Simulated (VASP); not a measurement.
# Mg4O in VASP: further runs, part 2 of 2

VASP 6.6.1. The steps go on from the part before.

## Step 3: Single point, PBEsol

File INCAR:

```
PREC = Accurate
ENCUT = 520
EDIFF = 1E-6
ISMEAR = 0
SIGMA = 0.1
LREAL = F
LASPH = T
NELM = 60
ALGO = Normal
ISIF = 2
LWAVE = F
LCHARG = F
LDIPOL = T
IDIPOL = 3
DIPOL = 0.5 0.5 0.327
GGA = PS
NBANDS = 15
```

File KPOINTS:

```
regular mesh
0
Gamma
  8 5 1
```

File POSCAR:

```
Mg4O
1.0
    3.1881999939      0.0000000000      0.0000000000
    0.0000000000      5.1084658709      0.0000000000
    0.0000000000      0.0000000000     19.1358427726
Mg O
4 1
Direct
    0.0000000000      0.7500000000      0.2090318178
    0.5000000000      0.2500000000      0.2571276385
    0.5000000000      0.7500000000      0.3576109084
    0.0000000000      0.2500000000      0.3990335238
    0.5000000000      0.3750000000      0.4132841554
```

Potentials or basis: VASP PAW PBE potentials, release 64 (Mg, O).

Command:

```
$ cat potpaw_PBE.64/Mg/POTCAR potpaw_PBE.64/O/POTCAR > POTCAR
$ mpirun -np 1 vasp_std > vasp.out
```

Wall time 3.9 min (1 thread of Intel Xeon 8259CL, shared host); peak memory 0.36 GiB.

Results (log left out):

| Item | Value |
| --- | --- |
| Free energy | -14.2904 eV |
| Largest force | 2.842 eV/Å |
| Band gap on the k mesh | zero (bands 7 and 8 overlap by 0.74 eV) |

Forces on the atoms (eV/Å):
```
Mg   0.000  0.113  0.300
Mg   0.000 -0.038 -0.265
Mg   0.000 -1.011  0.330
Mg   0.000 -1.906 -0.367
O    0.000  2.842  0.001
```

Levels at points of the mesh, in eV from the Fermi level:
```csv
k point,band 3,band 4,band 5,band 6,band 7,band 8,band 9,band 10,band 11,band 12
"(0.00, 0.00, 0.00)",-4.53,-3.88,-3.60,-2.74,-0.44,-0.19,0.45,2.36,2.76,3.27
"(0.50, 0.00, 0.00)",-3.99,-3.66,-2.07,-1.82,0.55,0.88,2.55,2.85,2.89,3.46
```

Caveat: the PAW data sets were made with another functional, which shifts forces and pressure a little.

## Step 4: Single point, PBEsol

File INCAR:

```
  PREC = Accurate
  ENCUT = 520
  EDIFF = 1E-7
  ISMEAR = 0
  SIGMA = 0.1
  LREAL = F
  LASPH = T
  NELM = 100
  ALGO = Normal
  ISIF = 2
  LWAVE = F
  LCHARG = F
  LDIPOL = T
  IDIPOL = 3
  DIPOL = 0.5 0.5 0.334
  GGA = PS
  NBANDS = 15
```

KPOINTS is that of step 3.

Edit POSCAR of step 3 so:

```diff
@@ -12,2 +12,2 @@
     0.0000000000      0.2500000000      0.3990335238
-    0.5000000000      0.3750000000      0.4132841554
+    0.3750000000      0.7500000000      0.4483915840
```

Potentials or basis: VASP PAW PBE potentials, release 64 (Mg, O).

Command:

```
$ cat potpaw_PBE.64/Mg/POTCAR potpaw_PBE.64/O/POTCAR > POTCAR
$ mpirun -np 1 vasp_std > vasp.out
```

OUTCAR:

```text
PREC = Accurate
   ENCUT = 520
   EDIFF = 1E-7
   ISMEAR = 0
   LREAL = F
   LASPH = T
   NELM = 100
   ISIF = 2
   GGA = PS

 ion  position               nearest neighbor table
   1  0.000  0.750  0.209-   2 3.15   2 3.15   2 3.15   2 3.15   3 3.26   3 3.26
   2  0.500  0.250  0.257-   1 3.15   1 3.15   1 3.15   1 3.15   4 3.15   4 3.15   3 3.20   3 3.20

   3  0.500  0.750  0.358-   5 1.78   4 3.11   4 3.11   4 3.11   4 3.11   2 3.20   2 3.20   1 3.26
                             1 3.26
   4  0.000  0.250  0.399-   3 3.11   3 3.11   3 3.11   3 3.11   2 3.15   2 3.15
   5  0.375  0.750  0.448-   3 1.78

  LATTYP: Found a simple orthorhombic cell.
 ALAT       =     3.1881999939
 B/A-ratio  =     1.6023040840
 C/A-ratio  =     6.0020835610

  Lattice vectors:

 A1 = (   3.1881999939,   0.0000000000,   0.0000000000)
 A2 = (   0.0000000000,   5.1084658709,   0.0000000000)
 A3 = (   0.0000000000,   0.0000000000,  19.1358427726)

Analysis of symmetry for initial positions (statically):
=====================================================================
 Subroutine PRICEL returns:
 Original cell was already a primitive cell.
[... 436 lines left out ...]
      5      -3.9496      2.00000
      6      -3.6131      2.00000
      7      -3.0031      1.99994
      8      -2.7556      1.39458
      9      -1.3778      0.00000
     10      -1.0469      0.00000
     11      -0.3282      0.00000
     12       0.0197      0.00000
     13       1.6180      0.00000
     14       1.9893      0.00000
     15       2.3644      0.00000

------------------------ aborting loop because EDIFF is reached ----------------------------------------

 vacuum level on the upper side and lower side of the slab       (xc-potential included)         1.253        -1.457

  FORCE on cell =-STRESS in cart. coord.  units (eV):
  Direction    XX          YY          ZZ          XY          YZ          ZX
  --------------------------------------------------------------------------------------
  -------------------------------------------------------------------------------------
  Total       -0.1415027     -5.0251761      0.6432603      0.0000000      0.0000000     -1.4510910
  in kB       -0.7274310    -25.8332007      3.3068440      0.0000000      0.0000000     -7.4597040
  external PRESSURE =      -7.7512625 kB  Pullay stress =       0.0000000 kB

 VOLUME and BASIS-vectors are now :
 -----------------------------------------------------------------------------
  energy-cutoff  :      520.00
  volume of cell :      311.66
      direct lattice vectors                 reciprocal lattice vectors
     3.188199994  0.000000000  0.000000000     0.313656609  0.000000000  0.000000000
     0.000000000  5.108465871  0.000000000     0.000000000  0.195753486  0.000000000
     0.000000000  0.000000000 19.135842773     0.000000000  0.000000000  0.052257954

 POSITION                                       TOTAL-FORCE (eV/Angst)
 -----------------------------------------------------------------------------------
      0.00000      3.83135      4.00000         0.001119      0.000000      0.174446
      1.59410      1.27712      4.92035         0.022791      0.000000     -0.080331
      1.59410      3.83135      6.84319         0.635549      0.000000     -1.260161
      0.00000      1.27712      7.63584         0.273822      0.000000      1.093308
      1.19557      3.83135      8.58035        -0.933281      0.000000      0.072739
 -----------------------------------------------------------------------------------
    total drift:                               -0.000195      0.000000      0.000400

  FREE ENERGIE OF THE ION-ELECTRON SYSTEM (eV)
  ---------------------------------------------------
  free  energy   TOTEN  =       -11.6380386341 eV

  energy  without entropy=      -11.6218095414  energy(sigma->0) =      -11.62992409

 vacuum level on the upper side and lower side of the slab         3.667         0.874
```

Wall time 4.7 min (1 thread of Intel Xeon 8259CL, shared host); peak memory 0.37 GiB.

Results:

| Property | Result |
| --- | --- |
| Free energy | -11.6380 eV |
| Largest force | 1.411 eV/Å |
| Band gap on the k mesh | zero (bands 7 and 8 overlap by 0.54 eV) |

Forces on the atoms (eV/Å):
```
Mg   0.001  0.000  0.174
Mg   0.023  0.000 -0.080
Mg   0.636  0.000 -1.260
Mg   0.274  0.000  1.093
O   -0.933  0.000  0.073
```

Levels at points of the mesh, in eV from the Fermi level:
```csv
k point,band 5,band 6,band 7,band 8,band 9,band 10
"(0.00, 0.00, 0.00)",-1.35,-0.41,-0.34,-0.10,0.54,2.27
"(0.50, 0.00, 0.00)",-1.31,-1.14,0.17,0.92,2.70,2.90
```

Caveat: the PAW data sets were made with another functional, which shifts forces and pressure a little.

## Step 5: Single point, PBEsol

File INCAR:

```
PREC = Accurate
ENCUT = 520
EDIFF = 1E-7
ISMEAR = 0
SIGMA = 0.1
LREAL = F
LASPH = T
NELM = 100
ALGO = Normal
ISIF = 2
LWAVE = F
LCHARG = F
LDIPOL = T
IDIPOL = 3
DIPOL = 0.5 0.5 0.333
GGA = PS
NBANDS = 15
```

KPOINTS is that of step 4.

Edit POSCAR of step 4 so:

```diff
@@ -12,2 +12,2 @@
     0.0000000000      0.2500000000      0.3990335238
-    0.3750000000      0.7500000000      0.4483915840
+    0.5000000000      0.6250000000      0.4438508090
```

Command:

```
$ cat potpaw_PBE.64/Mg/POTCAR potpaw_PBE.64/O/POTCAR > POTCAR
$ mpirun -np 1 vasp_std > vasp.out
```

It took 4.2 min on 1 thread of Intel Xeon 8259CL, shared host; peak memory 0.37 GiB.

The run converged. Its results:

```
Free energy            : -12.2290 eV
Largest force          : 2.479 eV/Å
Band gap on the k mesh : zero (bands 7 and 8 overlap by 0.64 eV)
```

Forces on the atoms (eV/Å):
```
Mg   0.000 -0.049  0.141
Mg   0.000 -0.023 -0.113
Mg   0.000  0.630 -1.502
Mg   0.000  1.919  1.406
O    0.000 -2.478  0.068
```

Levels at points of the mesh, in eV from the Fermi level:
| k point | band 3 | band 4 | band 5 | band 6 | band 7 | band 8 | band 9 | band 10 | band 11 | band 12 |
| --- | --- | --- | --- | --- | --- | --- | --- | --- | --- | --- |
| (0.00, 0.00, 0.00) | -3.47 | -2.24 | -1.56 | -0.56 | -0.30 | -0.12 | 0.36 | 2.16 | 2.71 | 3.28 |
| (0.50, 0.00, 0.00) | -2.55 | -1.73 | -1.58 | -1.24 | 0.26 | 0.82 | 2.67 | 2.75 | 3.14 | 3.31 |

Caveat: the PAW data sets were made with another functional, which shifts forces and pressure a little.

## Step 6: Overview

| cell | gap on the mesh (eV) | largest force (eV/Å) |
| --- | --- | --- |
| as given, atomic positions A | none | 3.18 |
| as given, atomic positions B | none | 2.84 |
| as given, atomic positions C | none | 1.41 |
| as given, atomic positions D | none | 2.48 |

Alike in all rows: task single point; level PBEsol; potentials or basis VASP PAW PBE potentials, release 64 (Mg, O); no spin polarisation; k mesh 8 × 5 × 1; cutoff (eV) 520; smearing gaussian 0.1 eV.

Caveats: the PAW data sets were made with another functional, which shifts forces and pressure a little.

Absolute energies hang on the potentials; compare differences alone.
